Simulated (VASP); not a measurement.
# SnTe (F-43m) in VASP: further runs

Runs on SnTe. Level: PBEsol. Tasks: single point.

Everything below comes from runs of VASP 6.6.1. Logs are shortened: lines on timing, memory, paths and dates and some standing lists are left out, and cuts for length are marked.

### Step 1. The cell of the first run

It takes space group F-43m (No. 216, cubic). The conventional cell has a = 7.024 Å, b = 7.024 Å, c = 7.024 Å, α = 90.00°, β = 90.00°, γ = 90.00°. Sn (site symmetry -43m) has 4 Te at 3.04 Å within 4.0 Å. Te (site symmetry -43m) has 4 Sn at 3.04 Å within 4.0 Å.

### Step 2. Single point, PBEsol

File INCAR:

```
SYSTEM = SnTe
PREC = Accurate
ENCUT = 500
EDIFF = 1E-6
ISMEAR = 0
SIGMA = 0.01
LREAL = .FALSE.
LASPH = .TRUE.
NELM = 120
ALGO = Normal
ISIF = 2
LWAVE = .FALSE.
LCHARG = .TRUE.
GGA = PS
LELF = .TRUE.
LVHAR = .TRUE.
NBANDS = 17
GGA_COMPAT = .FALSE.
```

File KPOINTS:

```
Automatic mesh
0
G
  6 6 6
  0 0 0
```

File POSCAR:

```
SnTe
1.0
    0.0000000000      3.5121641398      3.5121641398
    3.5121641398      0.0000000000      3.5121641398
    3.5121641398      3.5121641398      0.0000000000
Sn Te
1 1
Direct
    0.0000000000      0.0000000000      0.0000000000
    0.7500000000      0.7500000000      0.7500000000
```

Potentials or basis: VASP PAW PBE potentials, release 64 (Sn_d, Te).

On the command line:

```sh
$ cat potpaw_PBE.64/Sn_d/POTCAR potpaw_PBE.64/Te/POTCAR > POTCAR
$ mpirun -np 1 vasp_std > vasp.out
```

OUTCAR:

```text
SYSTEM = SnTe
   PREC = Accurate
   ENCUT = 500
   EDIFF = 1E-6
   ISMEAR = 0
   LREAL = .FALSE.
   LASPH = .TRUE.
   NELM = 120
   ISIF = 2
   GGA = PS

 ion  position               nearest neighbor table
   1  0.000  0.000  0.000-   2 3.04   2 3.04   2 3.04   2 3.04
   2  0.750  0.750  0.750-   1 3.04   1 3.04   1 3.04   1 3.04

  LATTYP: Found a face centered cubic cell.
 ALAT       =     7.0243282796

  Lattice vectors:

 A1 = (   0.0000000000,   3.5121641398,   3.5121641398)
 A2 = (   3.5121641398,   0.0000000000,   3.5121641398)
 A3 = (   3.5121641398,   3.5121641398,   0.0000000000)

Analysis of symmetry for initial positions (statically):
=====================================================================
 Subroutine PRICEL returns:
 Original cell was already a primitive cell.

 Routine SETGRP: Setting up the symmetry group for a
 face centered cubic supercell.

 Subroutine GETGRP returns: Found 24 space group operations
 (whereof 24 operations were pure point group operations)
 out of a pool of 48 trial point group operations.

The static configuration has the point symmetry T_d .

Analysis of symmetry for dynamics (positions and initial velocities):
=====================================================================
 Subroutine PRICEL returns:
 Original cell was already a primitive cell.

 Routine SETGRP: Setting up the symmetry group for a
 face centered cubic supercell.

 Subroutine GETGRP returns: Found 24 space group operations
 (whereof 24 operations were pure point group operations)
 out of a pool of 48 trial point group operations.

The dynamic configuration has the point symmetry T_d .

 Subroutine INISYM returns: Found 24 space group operations
 (whereof 24 operations are pure point group operations),
 and found     1 'primitive' translations

----------------------------------------------------------------------------------------

                                     Primitive cell

  volume of cell :      86.6472

  direct lattice vectors                    reciprocal lattice vectors
     0.000000000  3.512164140  3.512164140    -0.142362367  0.142362367  0.142362367
     3.512164140  0.000000000  3.512164140     0.142362367 -0.142362367  0.142362367
     3.512164140  3.512164140  0.000000000     0.142362367  0.142362367 -0.142362367

  length of vectors
     4.966950160  4.966950160  4.966950160     0.246578853  0.246578853  0.246578853

  position of ions in fractional coordinates (direct lattice)
     0.000000000  0.000000000  0.000000000
     0.750000000  0.750000000  0.750000000

  ion indices of the primitive-cell ions
   primitive index   ion index
                 1           1
                 2           2

----------------------------------------------------------------------------------------

 KPOINTS: Automatic mesh

Automatic generation of k-mesh.
 Grid dimensions read from file:
 generate k-points for:    6    6    6

 Generating k-lattice:

  Cartesian coordinates                     Fractional coordinates (reciprocal lattice)
    -0.023727061  0.023727061  0.023727061     0.166666667  0.000000000  0.000000000
     0.023727061 -0.023727061  0.023727061     0.000000000  0.166666667  0.000000000
     0.023727061  0.023727061 -0.023727061     0.000000000  0.000000000  0.166666667

  Length of vectors
     0.041096475  0.041096475  0.041096475

  Shift w.r.t. Gamma in fractional coordinates (k-lattice)
     0.000000000  0.000000000  0.000000000

 Subroutine IBZKPT returns following result:
 ===========================================

 Found     16 irreducible k-points:

 Following reciprocal coordinates:
            Coordinates               Weight
  0.000000  0.000000  0.000000      1.000000
  0.166667  0.000000  0.000000      8.000000
  0.333333  0.000000  0.000000      8.000000
  0.500000  0.000000  0.000000      4.000000
  0.166667  0.166667  0.000000      6.000000
  0.333333  0.166667  0.000000     24.000000
[... 8 lines left out ...]
 -0.333333  0.333333  0.166667     24.000000
 -0.333333  0.500000  0.166667     12.000000
   k-points           NKPTS =     16   k-points in BZ     NKDIM =     16   number of bands    NBANDS=     17
   number of dos      NEDOS =    301   number of ions     NIONS =      2
   total plane-waves  NPLWV =  46656
   dimension x,y,z NGX =    36 NGY =   36 NGZ =   36
   dimension x,y,z NGXF=    72 NGYF=   72 NGZF=   72
   ions per type =               1   1
   NGX,Y,Z   is equivalent  to a cutoff of  12.05, 12.05, 12.05 a.u.
   NGXF,Y,Z  is equivalent  to a cutoff of  24.10, 24.10, 24.10 a.u.
 SYSTEM =  SnTe
   PREC   = accura    normal or accurate (medium, high low for compatibility)
   ISTART =      0    job   : 0-new  1-cont  2-samecut
   ICHARG =      2    charge: 1-file 2-atom 10-const
   ISPIN  =      1    spin polarized calculation?
   LNONCOLLINEAR =      F non collinear calculations
   LSORBIT =      F    spin-orbit coupling
   LASPH  =      T    aspherical Exc in radial PAW
   ENCUT  =  500.0 eV  36.75 Ry    6.06 a.u.   9.06  9.06  9.06*2*pi/ulx,y,z
   NELM   =    120;   NELMIN=  2; NELMDL= -5     # of ELM steps
   EDIFF  = 0.1E-05   stopping-criterion for ELM
   LREAL  =      F    real-space projection
   EDIFFG = 0.1E-04   stopping-criterion for IOM
   NSW    =      0    number of steps for IOM
   IBRION =     -1    ionic relax: 0-MD 1-quasi-New 2-CG
   NFREE  =      0    steps in history (QN), initial steepest desc. (CG)
   ISIF   =      2    stress and relaxation
   ISYM   =      2    0-nonsym 1-usesym 2-fastsym
   POTIM  = 0.5000    time-step for ionic-motion
   TEBEG  =    0.0;   TEEND  =   0.0 temperature during run
   PSTRESS=    0.0 pullay stress
   NELECT =      20.0000    total number of electrons
   NUPDOWN=      -1.0000    fix difference up-down
   EMIN   =  10.00;   EMAX   =-10.00  energy-range for DOS
   EFERMI =   0.00;   METHOD = LEGACY
   ISMEAR =     0;   SIGMA  =   0.01  broadening in eV -4-tet -1-fermi 0-gaus
   EFERMI_NEDOS =   21; number of points for ismear=-14 and -15
   IALGO  =     38    algorithm
   IMIX   =      4    mixing-type and parameters
     AMIX     =   0.40;   BMIX     =  1.00
     AMIX_MAG =   1.60;   BMIX_MAG =  1.00
  volume/ion in A,a.u.               =      43.32       292.36
  Fermi-wavevector in a.u.,A,eV,Ry     =   1.004230  1.897720 13.721185  1.008479
  Thomas-Fermi vector in A             =   2.136833
   LORBIT       =      0    0 simple, 1 ext, 2 COOP (PROOUT), +10 PAW based schemes
   GGA     = PS    functional components
   LHFCALC =     F    Hartree Fock is set to
   AEXX    =    0.0000 exact exchange contribution
   IVDW    =     0    specifies the selected vdW correction
   LEPSILON=     F    determine dielectric tensor
   LRPA    =     F    only Hartree local field effects (RPA)
 non-spin polarized calculation
 Gauss-broadening in eV      SIGMA  =   0.01
  energy-cutoff  :      500.00
  volume of cell :       86.65
 maximum number of plane-waves:      2229
   NGX = 19   NGY = 19   NGZ = 19

 number of electron      20.0000008 magnetization

 Free energy of the ion-electron system (eV)
  ---------------------------------------------------
  ext. energy  EPLUGINS =         0.00000000
  ---------------------------------------------------
  free energy    TOTEN  =        -7.61708662 eV

  energy without entropy =       -7.61686358  energy(sigma->0) =       -7.61697510

 E-fermi :   3.6814     XC(G=0):  -7.9761

 val. band max:        3.6726900595   @ k =  -0.3333   0.5000   0.1667
 cond. band min:       3.6826477091   @ k =   0.5000   0.5000   0.0000
 fundamental gap:      0.0099576495
 Fermi energy:         3.6814379073

 k-point     1 :       0.0000    0.0000    0.0000
  band No.  band energies     occupation
      1     -17.9301      2.00000
      2     -17.9301      2.00000
      3     -17.9301      2.00000
      4     -17.9150      2.00000
      5     -17.9150      2.00000
      6      -8.2224      2.00000
[... 9 lines left out ...]
     16      10.2017      0.00000
     17      11.2970      0.00000

 k-point     2 :       0.1667    0.0000    0.0000
  band No.  band energies     occupation
      1     -17.9307      2.00000
      2     -17.9296      2.00000
      3     -17.9296      2.00000
      4     -17.9150      2.00000
      5     -17.9150      2.00000
      6      -8.0871      2.00000
[... 9 lines left out ...]
     16       9.6210      0.00000
     17      10.7777      0.00000

 k-point     3 :       0.3333    0.0000    0.0000
  band No.  band energies     occupation
      1     -17.9318      2.00000
      2     -17.9286      2.00000
      3     -17.9286      2.00000
      4     -17.9149      2.00000
      5     -17.9149      2.00000
      6      -7.7677      2.00000
[... 9 lines left out ...]
     16       9.7893      0.00000
     17      11.2233      0.00000

 k-point     4 :       0.5000    0.0000    0.0000
  band No.  band energies     occupation
      1     -17.9324      2.00000
      2     -17.9281      2.00000
      3     -17.9281      2.00000
      4     -17.9148      2.00000
      5     -17.9148      2.00000
      6      -7.5715      2.00000
[... 9 lines left out ...]
     16      10.7260      0.00000
     17      10.7260      0.00000
[... 183 lines left out ...]
      1     -17.9335      2.00000
      2     -17.9276      2.00000
      3     -17.9269      2.00000
      4     -17.9155      2.00000
      5     -17.9144      2.00000
      6      -7.5210      2.00000
[... 9 lines left out ...]
     16      11.2109      0.00000
     17      12.2331      0.00000

 k-point    15 :      -0.3333    0.3333    0.1667
  band No.  band energies     occupation
      1     -17.9336      2.00000
      2     -17.9276      2.00000
      3     -17.9264      2.00000
      4     -17.9154      2.00000
      5     -17.9145      2.00000
      6      -7.3719      2.00000
[... 9 lines left out ...]
     16      11.0040      0.00000
     17      12.0339      0.00000

 k-point    16 :      -0.3333    0.5000    0.1667
  band No.  band energies     occupation
      1     -17.9345      2.00000
      2     -17.9270      2.00000
      3     -17.9258      2.00000
      4     -17.9158      2.00000
      5     -17.9142      2.00000
      6      -7.2971      2.00000
[... 9 lines left out ...]
     16      11.7562      0.00000
     17      11.7840      0.00000

------------------------ aborting loop because EDIFF is reached ----------------------------------------

  FORCE on cell =-STRESS in cart. coord.  units (eV):
  Direction    XX          YY          ZZ          XY          YZ          ZX
  --------------------------------------------------------------------------------------
  -------------------------------------------------------------------------------------
  Total        0.4158633      0.4158633      0.4158633     -0.0000000      0.0000000      0.0000000
  in kB        7.6896535      7.6896535      7.6896535     -0.0000000      0.0000000      0.0000000
  external PRESSURE =       7.6896535 kB  Pullay stress =       0.0000000 kB

 VOLUME and BASIS-vectors are now :
 -----------------------------------------------------------------------------
  energy-cutoff  :      500.00
  volume of cell :       86.65
      direct lattice vectors                 reciprocal lattice vectors
     0.000000000  3.512164140  3.512164140    -0.142362367  0.142362367  0.142362367
     3.512164140  0.000000000  3.512164140     0.142362367 -0.142362367  0.142362367
     3.512164140  3.512164140  0.000000000     0.142362367  0.142362367 -0.142362367

 POSITION                                       TOTAL-FORCE (eV/Angst)
 -----------------------------------------------------------------------------------
      0.00000      0.00000      0.00000         0.000000      0.000000      0.000000
      5.26825      5.26825      5.26825        -0.000000     -0.000000     -0.000000
 -----------------------------------------------------------------------------------
    total drift:                                0.000000      0.000000      0.000000

  FREE ENERGIE OF THE ION-ELECTRON SYSTEM (eV)
  ---------------------------------------------------
  free  energy   TOTEN  =        -7.6170866211 eV

  energy  without entropy=       -7.6168635825  energy(sigma->0) =       -7.61697510
```

Run time: 31 s. Hardware: 1 thread of AMD EPYC 7R43 (Zen 3), shared host; peak memory 0.17 GiB.

What came out:

```yaml
Free_energy: -7.6171 eV
Pressure: 0.8 GPa
Band_gap_on_the_k_mesh: 0.01 eV (least direct gap 0.66 eV)
```

Caveat: semilocal functionals underestimate gaps, and a narrow one can read as zero; the PAW data sets were made with another functional, which shifts forces and pressure a little; spin-orbit coupling is left out, which moves the levels of the heavy elements. A k mesh can miss the band edges.

### Step 3. Single point, PBEsol

This run uses another cell than the first one, of 45.21 Å³/atom.

File INCAR:

```
SYSTEM = SnTe
PREC = Accurate
ENCUT = 500
EDIFF = 1E-6
ISMEAR = 0
SIGMA = 0.01
LREAL = .False.
LASPH = .True.
NELM = 120
ALGO = Normal
ISIF = 2
LWAVE = .False.
LCHARG = .True.
GGA = PS
LELF = .True.
LVHAR = .True.
NBANDS = 17
GGA_COMPAT = .False.
```

File KPOINTS:

```
regular mesh
0
Gamma
  6 6 6
  0 0 0
```

File POSCAR:

```
SnTe
1.0
    0.0000000000      3.5623446929      3.5623446929
    3.5623446929      0.0000000000      3.5623446929
    3.5623446929      3.5623446929      0.0000000000
Sn Te
1 1
Direct
    0.0000000000      0.0000000000      0.0000000000
    0.7500000000      0.7500000000      0.7500000000
```

Potentials or basis: VASP PAW PBE potentials, release 64 (Sn_d, Te).

On the command line:

```sh
$ cat potpaw_PBE.64/Sn_d/POTCAR potpaw_PBE.64/Te/POTCAR > POTCAR
$ mpirun -np 1 vasp_std > vasp.out
```

Run time: 36 s. Hardware: 1 thread of AMD EPYC 7R43 (Zen 3), shared host; peak memory 0.21 GiB.

Results (log left out):

```
Free energy            : -7.6222 eV
Pressure               : -0.4 GPa
Band gap on the k mesh : 0.12 eV (least direct gap 0.71 eV)
```

Levels at points of the mesh, in eV from the valence-band top:
```tsv
k point	band 7	band 8	band 9	band 10	band 11	band 12	band 13	band 14
(0.00, 0.00, 0.00)	-4.97	-1.89	-1.89	-1.89	1.10	1.10	1.10	4.10
(0.50, 0.00, 0.00)	-7.00	-2.45	-2.45	-1.99	1.92	1.92	3.67	5.66
(0.50, 0.50, 0.00)	-7.38	-3.15	-3.15	-0.58	0.12	4.16	4.16	5.53
```

Caveat: semilocal functionals underestimate gaps, and a narrow one can read as zero; the PAW data sets were made with another functional, which shifts forces and pressure a little; spin-orbit coupling is left out, which moves the levels of the heavy elements. A k mesh can miss the band edges.

### Step 4. Single point, PBEsol

This run uses another cell than the first one, of 47.09 Å³/atom.

File INCAR:

```
  PREC = Accurate
  ENCUT = 500
  EDIFF = 1E-6
  ISMEAR = 0
  SIGMA = 0.01
  LREAL = False
  LASPH = True
  NELM = 120
  ALGO = Normal
  ISIF = 2
  LWAVE = False
  LCHARG = True
  GGA = PS
  LELF = True
  LVHAR = True
  NBANDS = 17
  GGA_COMPAT = False
```

File KPOINTS:

```
Automatic mesh
0
Gamma
  6 6 6
```

File POSCAR:

```
SnTe
1.0
    0.0000000000      3.6111500000      3.6111500000
    3.6111500000      0.0000000000      3.6111500000
    3.6111500000      3.6111500000      0.0000000000
Sn Te
1 1
Direct
    0.0000000000      0.0000000000      0.0000000000
    0.7500000000      0.7500000000      0.7500000000
```

On the command line:

```sh
$ cat potpaw_PBE.64/Sn_d/POTCAR potpaw_PBE.64/Te/POTCAR > POTCAR
$ mpirun -np 1 vasp_std > vasp.out
```

Run time: 39 s. Hardware: 1 thread of AMD EPYC 7R43 (Zen 3), shared host; peak memory 0.21 GiB.

Results (log left out):

- Free energy: -7.6018 eV
- Pressure: -1.4 GPa
- Band gap on the k mesh: 0.23 eV (least direct gap 0.76 eV)

Levels at points of the mesh, in eV from the valence-band top:
```
           k point  band 7  band 8  band 9  band 10  band 11  band 12  band 13  band 14
(0.00, 0.00, 0.00)   -5.05   -1.76   -1.76    -1.76     1.16     1.16     1.16     4.14
(0.50, 0.00, 0.00)   -6.86   -2.30   -2.30    -1.90     1.96     1.96     3.54     5.71
(0.50, 0.50, 0.00)   -7.22   -2.96   -2.96    -0.53     0.23     4.04     4.04     5.50
```

Caveat: semilocal functionals underestimate gaps, and a narrow one can read as zero; the PAW data sets were made with another functional, which shifts forces and pressure a little; spin-orbit coupling is left out, which moves the levels of the heavy elements. A k mesh can miss the band edges.

### Step 5. Overview

```csv
cell,gap on the mesh (eV),pressure (GPa)
"a = 4.967 Å, angles 60.0°, 2 atoms",0.01,0.8
"a = 5.038 Å, angles 60.0°, 2 atoms",0.12,-0.4
"a = 5.107 Å, angles 60.0°, 2 atoms",0.23,-1.4
```

Alike in all rows: task single point; level PBEsol; potentials or basis VASP PAW PBE potentials, release 64 (Sn_d, Te); no spin polarisation; k mesh 6 × 6 × 6; cutoff (eV) 500; smearing gaussian 0.01 eV.

Caveats: semilocal functionals underestimate gaps, and a narrow one can read as zero; the PAW data sets were made with another functional, which shifts forces and pressure a little; spin-orbit coupling is left out, which moves the levels of the heavy elements.

Total energies depend on the potentials used, so only differences within one code and one set of settings carry meaning.
